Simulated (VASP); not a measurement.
# MgH2 (P4_2/mnm) in VASP: notebook, part 2 of 2

VASP 6.6.1. The steps go on from the part before.

## (3) Single point, r2SCAN

POSCAR

```
MgH2
1.0
    4.4769605343      0.0000000000      0.0000000000
    0.0000000000      4.4769605343      0.0000000000
    0.0000000000      0.0000000000      3.0075195091
Mg H
2 4
Direct
    0.0000000000      0.0000000000      0.0000000000
    0.5000000000      0.5000000000      0.5000000000
    0.3045406515      0.3045406515      0.0000000000
    0.1954593485      0.8045406515      0.5000000000
    0.6954593485      0.6954593485      0.0000000000
    0.8045406515      0.1954593485      0.5000000000
```

INCAR.step1

```
SYSTEM = MgH2
  ALGO = Normal
  EDIFF = 1E-5
  ENCUT = 660
  GGA = PE
  GGA_COMPAT = .False.
  ISMEAR = 0
  LASPH = .True.
  LCHARG = .False.
  LREAL = .False.
  LWAVE = .True.
  NBANDS = 13
  NELM = 120
  PREC = Accurate
  SIGMA = 0.02
```

INCAR.step2

```
SYSTEM = MgH2
  ALGO = Normal
  EDIFF = 1E-6
  ENCUT = 660
  GGA_COMPAT = .False.
  ISIF = 2
  ISMEAR = 0
  ISTART = 1
  LASPH = .True.
  LCHARG = .True.
  LELF = .True.
  LMIXTAU = .True.
  LREAL = .False.
  LVHAR = .True.
  LWAVE = .False.
  METAGGA = R2SCAN
  NBANDS = 13
  NELM = 120
  PREC = Accurate
  SIGMA = 0.02
```

KPOINTS

```
k-points
0
Gamma
  6 6 8
  0 0 0
```

Potentials or basis: VASP PAW PBE potentials, release 64 (Mg, H).

Launch:

```sh
cat potpaw_PBE.64/Mg/POTCAR potpaw_PBE.64/H/POTCAR > POTCAR
cp INCAR.step1 INCAR
mpirun -np 1 vasp_std > vasp.out
cp INCAR.step2 INCAR
mpirun -np 1 vasp_std > vasp.out
```

OUTCAR:

```text
SYSTEM = MgH2
   EDIFF = 1E-6
   ENCUT = 660
   ISIF = 2
   ISMEAR = 0
   ISTART = 1
   LASPH = .True.
   LREAL = .False.
   METAGGA = R2SCAN
   NELM = 120
   PREC = Accurate

 ion  position               nearest neighbor table
   1  0.000  0.000  0.000-   3 1.93   5 1.93   4 1.95   6 1.95   4 1.95   6 1.95   2 3.50   2 3.50
                             2 3.50   2 3.50   2 3.50   2 3.50   2 3.50   2 3.50
   2  0.500  0.500  0.500-   4 1.93   6 1.93   5 1.95   3 1.95   3 1.95   5 1.95   1 3.50   1 3.50
                             1 3.50   1 3.50   1 3.50   1 3.50   1 3.50   1 3.50
   3  0.305  0.305  0.000-   1 1.93   2 1.95   2 1.95
   4  0.195  0.805  0.500-   2 1.93   1 1.95   1 1.95
   5  0.695  0.695  0.000-   1 1.93   2 1.95   2 1.95
   6  0.805  0.195  0.500-   2 1.93   1 1.95   1 1.95

  LATTYP: Found a simple tetragonal cell.
 ALAT       =     4.4769605343
 C/A-ratio  =     0.6717770876

  Lattice vectors:

 A1 = (   4.4769605343,   0.0000000000,   0.0000000000)
 A2 = (   0.0000000000,   4.4769605343,   0.0000000000)
 A3 = (   0.0000000000,   0.0000000000,   3.0075195091)

Analysis of symmetry for initial positions (statically):
=====================================================================
 Subroutine PRICEL returns:
 Original cell was already a primitive cell.

 Routine SETGRP: Setting up the symmetry group for a
 simple tetragonal supercell.

 Subroutine GETGRP returns: Found 16 space group operations
 (whereof  8 operations were pure point group operations)
 out of a pool of 16 trial point group operations.

The static configuration has the point symmetry D_2h.
 The point group associated with its full space group is D_4h.

Analysis of symmetry for dynamics (positions and initial velocities):
=====================================================================
 Subroutine PRICEL returns:
 Original cell was already a primitive cell.

 Routine SETGRP: Setting up the symmetry group for a
 simple tetragonal supercell.

 Subroutine GETGRP returns: Found 16 space group operations
 (whereof  8 operations were pure point group operations)
 out of a pool of 16 trial point group operations.

The dynamic configuration has the point symmetry D_2h.
 The point group associated with its full space group is D_4h.

 Subroutine INISYM returns: Found 16 space group operations
 (whereof  8 operations are pure point group operations),
 and found     1 'primitive' translations

----------------------------------------------------------------------------------------

                                     Primitive cell

  volume of cell :      60.2802

  direct lattice vectors                    reciprocal lattice vectors
     4.476960534  0.000000000  0.000000000     0.223365829  0.000000000  0.000000000
     0.000000000  4.476960534  0.000000000     0.000000000  0.223365829  0.000000000
     0.000000000  0.000000000  3.007519509     0.000000000  0.000000000  0.332499921

  length of vectors
     4.476960534  4.476960534  3.007519509     0.223365829  0.223365829  0.332499921

  position of ions in fractional coordinates (direct lattice)
     0.000000000  0.000000000  0.000000000
     0.500000000  0.500000000  0.500000000
     0.304540651  0.304540651  0.000000000
     0.195459349  0.804540651  0.500000000
     0.695459349  0.695459349  0.000000000
     0.804540651  0.195459349  0.500000000

  ion indices of the primitive-cell ions
[... 63 lines left out ...]
   total plane-waves  NPLWV =  44800
   dimension x,y,z NGX =    40 NGY =   40 NGZ =   28
   dimension x,y,z NGXF=    80 NGYF=   80 NGZF=   56
   ions per type =               2   4
   NGX,Y,Z   is equivalent  to a cutoff of  14.85, 14.85, 15.48 a.u.
   NGXF,Y,Z  is equivalent  to a cutoff of  29.71, 29.71, 30.95 a.u.
 SYSTEM =  MgH2
   PREC   = accura    normal or accurate (medium, high low for compatibility)
   ISTART =      1    job   : 0-new  1-cont  2-samecut
   ICHARG =      0    charge: 1-file 2-atom 10-const
   ISPIN  =      1    spin polarized calculation?
   LNONCOLLINEAR =      F non collinear calculations
   LSORBIT =      F    spin-orbit coupling
   LASPH  =      T    aspherical Exc in radial PAW
   ENCUT  =  660.0 eV  48.51 Ry    6.96 a.u.   9.38  9.38  6.30*2*pi/ulx,y,z
   NELM   =    120;   NELMIN=  2; NELMDL=  0     # of ELM steps
   EDIFF  = 0.1E-05   stopping-criterion for ELM
   LREAL  =      F    real-space projection
   EDIFFG = 0.1E-04   stopping-criterion for IOM
   NSW    =      0    number of steps for IOM
   IBRION =     -1    ionic relax: 0-MD 1-quasi-New 2-CG
   NFREE  =      0    steps in history (QN), initial steepest desc. (CG)
   ISIF   =      2    stress and relaxation
   ISYM   =      2    0-nonsym 1-usesym 2-fastsym
   POTIM  = 0.5000    time-step for ionic-motion
   TEBEG  =    0.0;   TEEND  =   0.0 temperature during run
   PSTRESS=    0.0 pullay stress
   NELECT =       8.0000    total number of electrons
   NUPDOWN=      -1.0000    fix difference up-down
   EMIN   =  10.00;   EMAX   =-10.00  energy-range for DOS
   EFERMI =   0.00;   METHOD = LEGACY
   ISMEAR =     0;   SIGMA  =   0.02  broadening in eV -4-tet -1-fermi 0-gaus
   EFERMI_NEDOS =   21; number of points for ismear=-14 and -15
   IALGO  =     38    algorithm
   IMIX   =      4    mixing-type and parameters
     AMIX     =   0.40;   BMIX     =  1.00
     AMIX_MAG =   1.60;   BMIX_MAG =  1.00
  volume/ion in A,a.u.               =      10.05        67.80
  Fermi-wavevector in a.u.,A,eV,Ry     =   0.835051  1.578018  9.487488  0.697311
  Thomas-Fermi vector in A             =   1.948545
   LORBIT       =      0    0 simple, 1 ext, 2 COOP (PROOUT), +10 PAW based schemes
   METAGGA = R2SCAN    functional components
   LHFCALC =     F    Hartree Fock is set to
   AEXX    =    0.0000 exact exchange contribution
   IVDW    =     0    specifies the selected vdW correction
   LEPSILON=     F    determine dielectric tensor
   LRPA    =     F    only Hartree local field effects (RPA)
 non-spin polarized calculation
 Gauss-broadening in eV      SIGMA  =   0.02
  energy-cutoff  :      660.00
  volume of cell :       60.28
 maximum number of plane-waves:      2349
 NGX is ok and might be reduce to    40
   NGX = 19   NGY = 19   NGZ = 13

 number of electron       7.9999998 magnetization

 Free energy of the ion-electron system (eV)
  ---------------------------------------------------
  ext. energy  EPLUGINS =         0.00000000
  ---------------------------------------------------
  free energy    TOTEN  =       -23.73047992 eV

  energy without entropy =      -23.73047992  energy(sigma->0) =      -23.73047992

 E-fermi :  -0.7296     XC(G=0):  -8.7408

 val. band max:       -0.8147338113   @ k =   0.1667   0.1667   0.0000
 cond. band min:       3.6100942190   @ k =   0.3333   0.3333   0.5000
 fundamental gap:      4.4248280302
 Fermi energy:        -0.7295742157

 k-point     1 :       0.0000    0.0000    0.0000
  band No.  band energies     occupation
      1      -7.4272      2.00000
      2      -2.2862      2.00000
      3      -2.2862      2.00000
      4      -1.2058      2.00000
      5       4.4290      0.00000
      6       4.9194      0.00000
      7       9.1945      0.00000
      8       9.1945      0.00000
      9      11.0482      0.00000
     10      11.1707      0.00000
     11      12.5136      0.00000
     12      15.4901      0.00000
     13      15.4901      0.00000
[... 354 lines left out ...]
  band No.  band energies     occupation
      1      -4.8754      2.00000
      2      -4.8754      2.00000
      3      -1.1573      2.00000
      4      -1.1573      2.00000
      5       5.6570      0.00000
      6       5.6570      0.00000
      7       7.2918      0.00000
      8       7.2918      0.00000
      9       9.2311      0.00000
     10       9.2311      0.00000
     11      13.0356      0.00000
     12      13.0356      0.00000
     13      14.7019      0.00000

 [... further k-points ...]
[... 5 lines left out ...]
  --------------------------------------------------------------------------------------
  -------------------------------------------------------------------------------------
  Total       -0.0674824     -0.0674824     -0.3079145     -0.0000000      0.0000000      0.0000000
  in kB       -1.7936025     -1.7936025     -8.1840021     -0.0000000      0.0000000      0.0000000
  external PRESSURE =      -3.9237357 kB  Pullay stress =       0.0000000 kB

 VOLUME and BASIS-vectors are now :
 -----------------------------------------------------------------------------
  energy-cutoff  :      660.00
  volume of cell :       60.28
      direct lattice vectors                 reciprocal lattice vectors
     4.476960534  0.000000000  0.000000000     0.223365829  0.000000000  0.000000000
     0.000000000  4.476960534  0.000000000     0.000000000  0.223365829  0.000000000
     0.000000000  0.000000000  3.007519509     0.000000000  0.000000000  0.332499921

 POSITION                                       TOTAL-FORCE (eV/Angst)
 -----------------------------------------------------------------------------------
      0.00000      0.00000      0.00000         0.000000      0.000000      0.000000
      2.23848      2.23848      1.50376         0.000000      0.000000      0.000000
      1.36342      1.36342      0.00000         0.008018      0.008018      0.000000
      0.87506      3.60190      1.50376        -0.008018      0.008018      0.000000
      3.11354      3.11354      0.00000        -0.008018     -0.008018      0.000000
      3.60190      0.87506      1.50376         0.008018     -0.008018      0.000000
 -----------------------------------------------------------------------------------
    total drift:                                0.000000      0.000000      0.000000

  FREE ENERGIE OF THE ION-ELECTRON SYSTEM (eV)
  ---------------------------------------------------
  free  energy   TOTEN  =       -23.7304799242 eV

  energy  without entropy=      -23.7304799242  energy(sigma->0) =      -23.73047992
```

Wall time 1.7 min (1 thread of Intel Xeon Platinum 8488C (Sapphire Rapids), shared host); peak memory 0.23 GiB.

Results:

```yaml
Free_energy: -23.7305 eV
Pressure: -0.4 GPa
Largest_force: 0.011 eV/Å
Band_gap_on_the_k_mesh: 4.42 eV, indirect (least direct gap 5.24 eV)
```

Forces on the atoms (eV/Å):
```
Mg   0.000  0.000  0.000
Mg   0.000  0.000  0.000
H    0.008  0.008  0.000
H   -0.008  0.008  0.000
H   -0.008 -0.008  0.000
H    0.008 -0.008  0.000
```

Stress tensor (GPa, compression positive):
```
-0.18  0.00  0.00
 0.00 -0.18  0.00
 0.00  0.00 -0.82
```

Levels at points of the mesh, in eV from the valence-band top:
```tsv
k point	band 2	band 3	band 4	band 5	band 6	band 7
(0.00, 0.00, 0.00)	-1.47	-1.47	-0.39	5.24	5.73	10.01
(0.50, 0.00, 0.00)	-4.93	-0.51	-0.51	6.00	6.00	10.91
(0.50, 0.50, 0.00)	-3.80	-2.78	-2.78	9.85	9.85	9.95
(0.00, 0.00, 0.50)	-3.11	-0.12	-0.12	7.12	7.12	7.52
(0.50, 0.00, 0.50)	-2.37	-1.10	-1.10	5.79	5.79	7.49
(0.50, 0.50, 0.50)	-1.97	-1.01	-1.01	4.53	4.53	4.70
```

Caveat: the PAW data sets were made with another functional, which shifts forces and pressure a little. A k mesh can miss the band edges.
